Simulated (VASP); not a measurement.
# SiC (F-43m) in VASP: a series of runs

SiC is run at these levels: LDA; tasks: single point.

Everything below comes from runs of VASP 6.6.1. Logs are shortened: lines on timing, memory, paths and dates and some standing lists are left out, and cuts for length are marked.

**1. The cell of the first run**

It takes space group F-43m (No. 216, cubic). Conventional cell: a = 4.288 Å, b = 4.288 Å, c = 4.288 Å, α = 90.00°, β = 90.00°, γ = 90.00°. Si (site symmetry -43m) has 4 C at 1.86 Å within 2.5 Å. C (site symmetry -43m) has 4 Si at 1.86 Å within 2.5 Å.

**2. Single point, LDA**

Contents of INCAR:

```
  ALGO = Normal
  EDIFF = 1E-6
  ENCUT = 520
  ISIF = 2
  ISMEAR = 0
  LASPH = T
  LCHARG = T
  LELF = T
  LREAL = F
  LVHAR = T
  LWAVE = F
  NBANDS = 11
  NELM = 100
  PREC = Accurate
  SIGMA = 0.01
```

Contents of KPOINTS:

```
k-points
0
Gamma
  10 10 10
```

Contents of POSCAR:

```
SiC
1.0
    0.0000000000      2.1437853280      2.1437853280
    2.1437853280      0.0000000000      2.1437853280
    2.1437853280      2.1437853280      0.0000000000
Si C
1 1
Direct
    0.0000000000      0.0000000000      0.0000000000
    0.7500000000      0.7500000000      0.7500000000
```

Potentials or basis: VASP PAW LDA potentials, release 64 (Si, C).

Command:

```
$ cat potpaw_LDA.64/Si/POTCAR potpaw_LDA.64/C/POTCAR > POTCAR
$ mpirun -np 1 vasp_std > vasp.out
```

OUTCAR:

```text
EDIFF = 1E-6
   ENCUT = 520
   ISIF = 2
   ISMEAR = 0
   LASPH = T
   LREAL = F
   NELM = 100
   PREC = Accurate

 ion  position               nearest neighbor table
   1  0.000  0.000  0.000-   2 1.86   2 1.86   2 1.86   2 1.86
   2  0.750  0.750  0.750-   1 1.86   1 1.86   1 1.86   1 1.86

  LATTYP: Found a face centered cubic cell.
 ALAT       =     4.2875706560

  Lattice vectors:

 A1 = (   0.0000000000,   2.1437853280,   2.1437853280)
 A2 = (   2.1437853280,   0.0000000000,   2.1437853280)
 A3 = (   2.1437853280,   2.1437853280,   0.0000000000)

Analysis of symmetry for initial positions (statically):
=====================================================================
 Subroutine PRICEL returns:
 Original cell was already a primitive cell.

 Routine SETGRP: Setting up the symmetry group for a
 face centered cubic supercell.

 Subroutine GETGRP returns: Found 24 space group operations
 (whereof 24 operations were pure point group operations)
 out of a pool of 48 trial point group operations.

The static configuration has the point symmetry T_d .

Analysis of symmetry for dynamics (positions and initial velocities):
=====================================================================
 Subroutine PRICEL returns:
 Original cell was already a primitive cell.

 Routine SETGRP: Setting up the symmetry group for a
 face centered cubic supercell.

 Subroutine GETGRP returns: Found 24 space group operations
 (whereof 24 operations were pure point group operations)
 out of a pool of 48 trial point group operations.

The dynamic configuration has the point symmetry T_d .

 Subroutine INISYM returns: Found 24 space group operations
 (whereof 24 operations are pure point group operations),
 and found     1 'primitive' translations

----------------------------------------------------------------------------------------

                                     Primitive cell

  volume of cell :      19.7049

  direct lattice vectors                    reciprocal lattice vectors
     0.000000000  2.143785328  2.143785328    -0.233232308  0.233232308  0.233232308
     2.143785328  0.000000000  2.143785328     0.233232308 -0.233232308  0.233232308
     2.143785328  2.143785328  0.000000000     0.233232308  0.233232308 -0.233232308

  length of vectors
     3.031770286  3.031770286  3.031770286     0.403970207  0.403970207  0.403970207

  position of ions in fractional coordinates (direct lattice)
     0.000000000  0.000000000  0.000000000
     0.750000000  0.750000000  0.750000000

  ion indices of the primitive-cell ions
   primitive index   ion index
                 1           1
                 2           2

----------------------------------------------------------------------------------------

 KPOINTS: k-points

Automatic generation of k-mesh.
 Grid dimensions read from file:
 generate k-points for:   10   10   10

 Generating k-lattice:

  Cartesian coordinates                     Fractional coordinates (reciprocal lattice)
    -0.023323231  0.023323231  0.023323231     0.100000000  0.000000000  0.000000000
     0.023323231 -0.023323231  0.023323231     0.000000000  0.100000000  0.000000000
     0.023323231  0.023323231 -0.023323231     0.000000000  0.000000000  0.100000000

  Length of vectors
     0.040397021  0.040397021  0.040397021

  Shift w.r.t. Gamma in fractional coordinates (k-lattice)
     0.000000000  0.000000000  0.000000000

 Subroutine IBZKPT returns following result:
 ===========================================

 Found     47 irreducible k-points:

 Following reciprocal coordinates:
            Coordinates               Weight
  0.000000  0.000000  0.000000      1.000000
  0.100000  0.000000  0.000000      8.000000
  0.200000  0.000000  0.000000      8.000000
  0.300000  0.000000  0.000000      8.000000
  0.400000  0.000000  0.000000      8.000000
  0.500000  0.000000  0.000000      4.000000
[... 16 lines left out ...]
  0.300000  0.300000  0.000000      6.000000
  0.400000  0.300000  0.000000     24.000000
 [... further k-points ...]
   k-points           NKPTS =     47   k-points in BZ     NKDIM =     47   number of bands    NBANDS=     11
   number of dos      NEDOS =    301   number of ions     NIONS =      2
   total plane-waves  NPLWV =  13824
   dimension x,y,z NGX =    24 NGY =   24 NGZ =   24
   dimension x,y,z NGXF=    48 NGYF=   48 NGZF=   48
   ions per type =               1   1
   NGX,Y,Z   is equivalent  to a cutoff of  13.16, 13.16, 13.16 a.u.
   NGXF,Y,Z  is equivalent  to a cutoff of  26.32, 26.32, 26.32 a.u.
 SYSTEM =  unknown system
   PREC   = accura    normal or accurate (medium, high low for compatibility)
   ISTART =      0    job   : 0-new  1-cont  2-samecut
   ICHARG =      2    charge: 1-file 2-atom 10-const
   ISPIN  =      1    spin polarized calculation?
   LNONCOLLINEAR =      F non collinear calculations
   LSORBIT =      F    spin-orbit coupling
   LASPH  =      T    aspherical Exc in radial PAW
   ENCUT  =  520.0 eV  38.22 Ry    6.18 a.u.   5.64  5.64  5.64*2*pi/ulx,y,z
   NELM   =    100;   NELMIN=  2; NELMDL= -5     # of ELM steps
   EDIFF  = 0.1E-05   stopping-criterion for ELM
   LREAL  =      F    real-space projection
   EDIFFG = 0.1E-04   stopping-criterion for IOM
   NSW    =      0    number of steps for IOM
   IBRION =     -1    ionic relax: 0-MD 1-quasi-New 2-CG
   NFREE  =      0    steps in history (QN), initial steepest desc. (CG)
   ISIF   =      2    stress and relaxation
   ISYM   =      2    0-nonsym 1-usesym 2-fastsym
   POTIM  = 0.5000    time-step for ionic-motion
   TEBEG  =    0.0;   TEEND  =   0.0 temperature during run
   PSTRESS=    0.0 pullay stress
   NELECT =       8.0000    total number of electrons
   NUPDOWN=      -1.0000    fix difference up-down
   EMIN   =  10.00;   EMAX   =-10.00  energy-range for DOS
   EFERMI =   0.00;   METHOD = LEGACY
   ISMEAR =     0;   SIGMA  =   0.01  broadening in eV -4-tet -1-fermi 0-gaus
   EFERMI_NEDOS =   21; number of points for ismear=-14 and -15
   IALGO  =     38    algorithm
   IMIX   =      4    mixing-type and parameters
     AMIX     =   0.40;   BMIX     =  1.00
     AMIX_MAG =   1.60;   BMIX_MAG =  1.00
  volume/ion in A,a.u.               =       9.85        66.49
  Fermi-wavevector in a.u.,A,eV,Ry     =   1.212217  2.290757 19.993338  1.469469
  Thomas-Fermi vector in A             =   2.347708
   LORBIT       =      0    0 simple, 1 ext, 2 COOP (PROOUT), +10 PAW based schemes
   GGA     = CA    functional components
   LHFCALC =     F    Hartree Fock is set to
   AEXX    =    0.0000 exact exchange contribution
   IVDW    =     0    specifies the selected vdW correction
   LEPSILON=     F    determine dielectric tensor
   LRPA    =     F    only Hartree local field effects (RPA)
 non-spin polarized calculation
 Gauss-broadening in eV      SIGMA  =   0.01
  energy-cutoff  :      520.00
  volume of cell :       19.70
 maximum number of plane-waves:       544
   NGX = 11   NGY = 11   NGZ = 11

 number of electron       7.9999999 magnetization

 Free energy of the ion-electron system (eV)
  ---------------------------------------------------
  ext. energy  EPLUGINS =         0.00000000
  ---------------------------------------------------
  free energy    TOTEN  =       -16.62844897 eV

  energy without entropy =      -16.62844897  energy(sigma->0) =      -16.62844897

 E-fermi :   8.7643     XC(G=0): -11.7659

 val. band max:        8.6271537959   @ k =   0.0000   0.0000   0.0000
 cond. band min:       9.8886087470   @ k =   0.5000   0.5000   0.0000
 fundamental gap:      1.2614549512
 Fermi energy:         8.7642592862

 k-point     1 :       0.0000    0.0000    0.0000
  band No.  band energies     occupation
      1      -7.0757      2.00000
      2       8.6272      2.00000
      3       8.6272      2.00000
      4       8.6272      2.00000
      5      15.4982      0.00000
      6      16.1622      0.00000
      7      16.1622      0.00000
      8      16.1622      0.00000
      9      23.3736      0.00000
     10      23.3736      0.00000
     11      25.5682      0.00000

 k-point     2 :       0.1000    0.0000    0.0000
  band No.  band energies     occupation
      1      -6.8720      2.00000
      2       7.6217      2.00000
      3       8.4916      2.00000
      4       8.4916      2.00000
      5      15.6069      0.00000
      6      16.4113      0.00000
      7      16.4113      0.00000
      8      16.5588      0.00000
      9      22.3717      0.00000
     10      22.3717      0.00000
     11      25.1250      0.00000

 k-point     3 :       0.2000    0.0000    0.0000
  band No.  band energies     occupation
      1      -6.2691      2.00000
      2       5.4663      2.00000
      3       8.1806      2.00000
      4       8.1807      2.00000
      5      15.2218      0.00000
      6      16.7596      0.00000
      7      16.7596      0.00000
      8      17.7958      0.00000
      9      21.6878      0.00000
     10      21.6878      0.00000
     11      24.2466      0.00000

 k-point     4 :       0.3000    0.0000    0.0000
  band No.  band energies     occupation
      1      -5.2994      2.00000
      2       3.0821      2.00000
      3       7.8609      2.00000
      4       7.8609      2.00000
      5      14.8126      0.00000
      6      16.5634      0.00000
      7      16.5634      0.00000
      8      18.6626      0.00000
      9      22.5708      0.00000
     10      22.5708      0.00000
     11      24.0584      0.00000
[... 239 lines left out ...]
 k-point    22 :      -0.2000    0.2000    0.0000
  band No.  band energies     occupation
      1      -4.9753      2.00000
      2       3.7891      2.00000
      3       5.2984      2.00000
      4       7.9786      2.00000
      5      15.3316      0.00000
      6      16.9884      0.00000
      7      17.2093      0.00000
      8      18.1008      0.00000
      9      20.2844      0.00000
     10      24.3458      0.00000
     11      28.2037      0.00000

 k-point    23 :       0.3000    0.3000    0.0000
  band No.  band energies     occupation
      1      -4.7003      2.00000
      2       4.3080      2.00000
      3       6.1882      2.00000
      4       6.1882      2.00000
      5      11.7999      0.00000
      6      14.3105      0.00000
      7      20.4896      0.00000
      8      20.4896      0.00000
      9      21.5119      0.00000
     10      26.0280      0.00000
     11      30.7481      0.00000

 k-point    24 :       0.4000    0.3000    0.0000
  band No.  band energies     occupation
      1      -3.7830      2.00000
      2       3.0376      2.00000
      3       5.3645      2.00000
      4       5.9185      2.00000
      5      11.4677      0.00000
      6      14.3339      0.00000
      7      20.6426      0.00000
      8      20.8711      0.00000
      9      22.7983      0.00000
     10      27.0434      0.00000
     11      30.4926      0.00000

 [... further k-points ...]
[... 5 lines left out ...]
  --------------------------------------------------------------------------------------
  -------------------------------------------------------------------------------------
  Total        0.9140851      0.9140851      0.9140851      0.0000000     -0.0000000     -0.0000000
  in kB       74.3230143     74.3230143     74.3230143      0.0000000     -0.0000000     -0.0000000
  external PRESSURE =      74.3230143 kB  Pullay stress =       0.0000000 kB

 VOLUME and BASIS-vectors are now :
 -----------------------------------------------------------------------------
  energy-cutoff  :      520.00
  volume of cell :       19.70
      direct lattice vectors                 reciprocal lattice vectors
     0.000000000  2.143785328  2.143785328    -0.233232308  0.233232308  0.233232308
     2.143785328  0.000000000  2.143785328     0.233232308 -0.233232308  0.233232308
     2.143785328  2.143785328  0.000000000     0.233232308  0.233232308 -0.233232308

 POSITION                                       TOTAL-FORCE (eV/Angst)
 -----------------------------------------------------------------------------------
      0.00000      0.00000      0.00000        -0.000000     -0.000000     -0.000000
      3.21568      3.21568      3.21568         0.000000      0.000000      0.000000
 -----------------------------------------------------------------------------------
    total drift:                               -0.000000     -0.000000     -0.000000

  FREE ENERGIE OF THE ION-ELECTRON SYSTEM (eV)
  ---------------------------------------------------
  free  energy   TOTEN  =       -16.6284489654 eV

  energy  without entropy=      -16.6284489654  energy(sigma->0) =      -16.62844897
```

It took 2.8 s on 1 thread of Intel Xeon 6975P-C (Granite Rapids), shared host; peak memory 0.12 GiB.

What came out:

- Free energy: -16.6284 eV
- Pressure: 7.4 GPa
- Band gap on the k mesh: 1.26 eV, indirect (least direct gap 4.55 eV)

[end of part 1 of 2]
